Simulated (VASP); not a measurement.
# TiSi2 (Fddd) in VASP: single point with r2SCAN

Aim: the single point of TiSi2 with r2SCAN.

Program: VASP 6.6.1. These are calculated values, not measurements. Logs are shortened: lines on timing, memory, paths and dates and some standing lists are left out, and cuts for length are marked.

## 1. The cell of the first run

Symmetry: Fddd, No. 70, orthorhombic system. The conventional cell has a = 4.781 Å, b = 8.232 Å, c = 8.516 Å, α = 90.00°, β = 90.00°, γ = 90.00°. Within 3.4 Å of Ti (site symmetry 222) lie 10 Si at 2.55 to 2.78 Å and 4 Ti at 3.19 Å. Si (site symmetry 2) has 9 Si at 2.52 to 3.19 Å and 5 Ti at 2.55 to 2.78 Å within 3.3 Å.

## 2. Single point, r2SCAN

POSCAR reads:

```
TiSi2
1.0
    4.7597362636      0.0000000000      0.0000000000
    1.2004318431      4.7333086477      0.0000000000
   -2.3588725774      1.8053766122      3.7190623483
Ti Si
2 4
Direct
    0.7500000000      0.5000000000      0.2500000000
    0.5000000000      0.0000000000      0.5000000000
    0.4126699720      0.5000000000      0.5873300280
    0.0873300280      0.5000000000      0.9126699720
    0.8373300280      0.0000000000      0.1626699720
    0.1626699720      0.0000000000      0.8373300280
```

INCAR.step1 reads:

```
SYSTEM = TiSi2
PREC = Accurate ; ENCUT = 520
ISMEAR = 0 ; SIGMA = 0.1
LREAL = .FALSE. ; LASPH = .TRUE.
NELM = 100 ; ISYM = 0
NBANDS = 29 ; GGA = PE
ALGO = Normal ; EDIFF = 1E-4
LWAVE = .TRUE. ; LCHARG = .FALSE.
```

INCAR.step2 reads:

```
SYSTEM = TiSi2
PREC = Accurate ; ENCUT = 520
EDIFF = 1E-6 ; ISMEAR = 0
SIGMA = 0.1 ; LREAL = .FALSE.
LASPH = .TRUE. ; NELM = 100
ALGO = Normal ; ISIF = 2
LWAVE = .FALSE. ; LCHARG = .FALSE.
METAGGA = R2SCAN ; LMIXTAU = .TRUE.
ISYM = 0 ; NBANDS = 29
ISTART = 1
```

KPOINTS reads:

```
regular mesh
0
G
  8 7 9
  0 0 0
```

Potentials or basis: VASP PAW PBE potentials, release 64 (Ti_sv, Si).

On the command line:

```
cat potpaw_PBE.64/Ti_sv/POTCAR potpaw_PBE.64/Si/POTCAR > POTCAR
cp INCAR.step1 INCAR
mpirun -np 1 vasp_std > vasp.out
cp INCAR.step2 INCAR
mpirun -np 1 vasp_std > vasp.out
```

OUTCAR:

```text
SYSTEM = TiSi2
   PREC = Accurate
   ENCUT = 520
   EDIFF = 1E-6
   ISMEAR = 0
   LREAL = .FALSE.
   LASPH = .TRUE.
   NELM = 100
   ISIF = 2
   METAGGA = R2SCAN
   ISYM = 0
   ISTART = 1

 ion  position               nearest neighbor table
   1  0.750  0.500  0.250-   5 2.55   5 2.55   6 2.55   6 2.55   3 2.74   4 2.74   4 2.74   3 2.74
                             3 2.78   4 2.78
   2  0.500  0.000  0.500-   3 2.55   3 2.55   4 2.55   4 2.55   6 2.74   5 2.74   6 2.74   5 2.74
                             5 2.78   6 2.78
   3  0.413  0.500  0.587-   5 2.52   5 2.52   2 2.55   2 2.55   4 2.68   1 2.74   1 2.74   1 2.78
                             4 2.79   4 2.79
   4  0.087  0.500  0.913-   6 2.52   6 2.52   2 2.55   2 2.55   3 2.68   1 2.74   1 2.74   1 2.78
                             3 2.79   3 2.79
   5  0.837  0.000  0.163-   3 2.52   3 2.52   1 2.55   1 2.55   6 2.68   2 2.74   2 2.74   2 2.78
                             6 2.79   6 2.79
   6  0.163  0.000  0.837-   4 2.52   4 2.52   1 2.55   1 2.55   5 2.68   2 2.74   2 2.74   2 2.78
                             5 2.79   5 2.79

IMPORTANT INFORMATION: All symmetrisations will be switched off!
NOSYMM: (Re-)initialisation of all symmetry stuff for point group C_1.

----------------------------------------------------------------------------------------

                                     Primitive cell

  volume of cell :      83.7879

  direct lattice vectors                    reciprocal lattice vectors
     4.759736264  0.000000000  0.000000000     0.210095674 -0.053283138  0.159122112
     1.200431843  4.733308648  0.000000000     0.000000000  0.211268707 -0.102557997
    -2.358872577  1.805376612  3.719062348     0.000000000  0.000000000  0.268884979

  length of vectors
     4.759736264  4.883159568  4.759736264     0.268884979  0.234845927  0.268884979

  position of ions in fractional coordinates (direct lattice)
     0.750000000  0.500000000  0.250000000
     0.500000000  0.000000000  0.500000000
     0.412669972  0.500000000  0.587330028
     0.087330028  0.500000000  0.912669972
     0.837330028  0.000000000  0.162669972
     0.162669972  0.000000000  0.837330028

  ion indices of the primitive-cell ions
   primitive index   ion index
                 1           1
                 2           2
                 3           3
                 4           4
                 5           5
                 6           6

----------------------------------------------------------------------------------------

[... 94 lines left out ...]
   NSW    =      0    number of steps for IOM
   IBRION =     -1    ionic relax: 0-MD 1-quasi-New 2-CG
   NFREE  =      0    steps in history (QN), initial steepest desc. (CG)
   ISIF   =      2    stress and relaxation
   ISYM   =      0    0-nonsym 1-usesym 2-fastsym
   POTIM  = 0.5000    time-step for ionic-motion
   TEBEG  =    0.0;   TEEND  =   0.0 temperature during run
   PSTRESS=    0.0 pullay stress
   NELECT =      40.0000    total number of electrons
   NUPDOWN=      -1.0000    fix difference up-down
   EMIN   =  10.00;   EMAX   =-10.00  energy-range for DOS
   EFERMI =   0.00;   METHOD = LEGACY
   ISMEAR =     0;   SIGMA  =   0.10  broadening in eV -4-tet -1-fermi 0-gaus
   EFERMI_NEDOS =   21; number of points for ismear=-14 and -15
   IALGO  =     38    algorithm
   IMIX   =      4    mixing-type and parameters
     AMIX     =   0.40;   BMIX     =  1.00
     AMIX_MAG =   1.60;   BMIX_MAG =  1.00
  volume/ion in A,a.u.               =      13.96        94.24
  Fermi-wavevector in a.u.,A,eV,Ry     =   1.279483  2.417872 22.273773  1.637076
  Thomas-Fermi vector in A             =   2.411966
   LORBIT       =      0    0 simple, 1 ext, 2 COOP (PROOUT), +10 PAW based schemes
   METAGGA = R2SCAN    functional components
   LHFCALC =     F    Hartree Fock is set to
   AEXX    =    0.0000 exact exchange contribution
   IVDW    =     0    specifies the selected vdW correction
   LEPSILON=     F    determine dielectric tensor
   LRPA    =     F    only Hartree local field effects (RPA)
 non-spin polarized calculation
 Gauss-broadening in eV      SIGMA  =   0.10
  energy-cutoff  :      520.00
  volume of cell :       83.79
 maximum number of plane-waves:      2278
   NGX = 17   NGY = 19   NGZ = 17

 number of electron      40.0000009 magnetization

 Free energy of the ion-electron system (eV)
  ---------------------------------------------------
  ext. energy  EPLUGINS =         0.00000000
  ---------------------------------------------------
  free energy    TOTEN  =       -64.11601659 eV

  energy without entropy =      -64.10365005  energy(sigma->0) =      -64.10983332

 E-fermi :  10.2299     XC(G=0): -12.5769

 val. band max:       10.2227718560   @ k =   0.1250   0.4286   0.3333
 cond. band min:      10.2318133399   @ k =   0.2500   0.0000   0.1111
 fundamental gap:      0.0090414838
 Fermi energy:        10.2298799254

 k-point     1 :       0.0000    0.0000    0.0000
  band No.  band energies     occupation
      1     -48.3938      2.00000
      2     -48.3631      2.00000
      3     -23.7386      2.00000
      4     -23.7238      2.00000
      5     -23.6449      2.00000
      6     -23.6298      2.00000
[... 757 lines left out ...]
     28      14.6872      0.00000
     29      14.8647      0.00000

 [... further k-points ...]

------------------------ aborting loop because EDIFF is reached ----------------------------------------

  FORCE on cell =-STRESS in cart. coord.  units (eV):
  Direction    XX          YY          ZZ          XY          YZ          ZX
  --------------------------------------------------------------------------------------
  -------------------------------------------------------------------------------------
  Total        0.1268116      0.4079949     -0.0426004      0.0528800     -0.1770189      0.0387247
  in kB        2.4248700      7.8016081     -0.8145969      1.0111621     -3.3849241      0.7404864
  external PRESSURE =       3.1372937 kB  Pullay stress =       0.0000000 kB

 VOLUME and BASIS-vectors are now :
 -----------------------------------------------------------------------------
  energy-cutoff  :      520.00
  volume of cell :       83.79
      direct lattice vectors                 reciprocal lattice vectors
     4.759736264  0.000000000  0.000000000     0.210095674 -0.053283138  0.159122112
     1.200431843  4.733308648  0.000000000     0.000000000  0.211268707 -0.102557997
    -2.358872577  1.805376612  3.719062348     0.000000000  0.000000000  0.268884979

 POSITION                                       TOTAL-FORCE (eV/Angst)
 -----------------------------------------------------------------------------------
      3.58030      2.81800      0.92977         0.000182      0.000721      0.002617
      1.20043      0.90269      1.85953        -0.000182     -0.000722     -0.002616
      1.17898      3.42701      2.18432        -0.025894      0.003977      0.019425
     -1.13699      4.01437      3.39428         0.028424     -0.009707     -0.014541
      3.60175      0.29368      0.60498         0.025886     -0.003974     -0.019422
     -1.20089      1.51170      3.11408        -0.028416      0.009706      0.014536
 -----------------------------------------------------------------------------------
    total drift:                               -0.000001     -0.000001      0.000002

  FREE ENERGIE OF THE ION-ELECTRON SYSTEM (eV)
  ---------------------------------------------------
  free  energy   TOTEN  =       -64.1160165899 eV

  energy  without entropy=      -64.1036500470  energy(sigma->0) =      -64.10983332
```

OSZICAR.step1:

```text
N       E                     dE             d eps       ncg     rms          rms(c)
DAV:   1     0.391052854893E+03    0.39105E+03   -0.18792E+04 14674   0.147E+03
DAV:   2     0.202884348421E+01   -0.38902E+03   -0.37828E+03 14764   0.431E+02
DAV:   3    -0.407704782989E+02   -0.42799E+02   -0.41921E+02 24527   0.120E+02
DAV:   4    -0.441279447023E+02   -0.33575E+01   -0.33389E+01 20807   0.299E+01
DAV:   5    -0.443286707770E+02   -0.20073E+00   -0.20067E+00 22319   0.625E+00    0.186E+01
DAV:   6    -0.413739834094E+02    0.29547E+01   -0.33110E+01 20802   0.406E+01    0.710E+00
DAV:   7    -0.407768733458E+02    0.59711E+00   -0.65131E+00 19920   0.189E+01    0.525E+00
DAV:   8    -0.407151613448E+02    0.61712E-01   -0.84074E-01 20080   0.722E+00    0.144E+00
DAV:   9    -0.406947460687E+02    0.20415E-01   -0.17097E-01 20121   0.343E+00    0.516E-01
DAV:  10    -0.406959764695E+02   -0.12304E-02   -0.73369E-03 19622   0.806E-01    0.296E-01
DAV:  11    -0.406958031957E+02    0.17327E-03   -0.61382E-03 21307   0.906E-01    0.131E-01
DAV:  12    -0.406956488269E+02    0.15437E-03   -0.24751E-03 21208   0.536E-01    0.122E-01
DAV:  13    -0.406955545280E+02    0.94299E-04   -0.60802E-04 17249   0.203E-01
   1 F= -.40695555E+02 E0= -.40688927E+02  d E =-.132541E-01
```

Wall time 59 min (1 thread of Oxide Virtual Turin-like, shared host); peak memory 0.55 GiB.

Results:

```yaml
Free_energy: -64.1160 eV
Pressure: 0.3 GPa
Largest_force: 0.033 eV/Å
Band_gap_on_the_k_mesh: zero (bands 20 and 21 overlap by 1.94 eV)
```

Forces in eV/Å, atoms in the order of the input:
```
Ti   0.000  0.001  0.003
Ti   0.000 -0.001 -0.003
Si  -0.026  0.004  0.019
Si   0.028 -0.010 -0.015
Si   0.026 -0.004 -0.019
Si  -0.028  0.010  0.015
```

Stress tensor (GPa, compression positive):
```
 0.24  0.10  0.07
 0.10  0.78 -0.34
 0.07 -0.34 -0.08
```

Levels at points of the mesh, in eV from the Fermi level:
```tsv
k point	band 16	band 17	band 18	band 19	band 20	band 21	band 22	band 23	band 24	band 25
(0.00, 0.00, 0.00)	-2.78	-2.43	-2.32	-2.01	-1.56	-0.98	2.27	3.37	3.66	3.66
(0.50, 0.00, 0.00)	-2.73	-2.06	-1.11	-0.01	0.18	1.05	1.49	1.79	2.41	2.83
```

Caveat: the PAW data sets were made with another functional, which shifts forces and pressure a little.
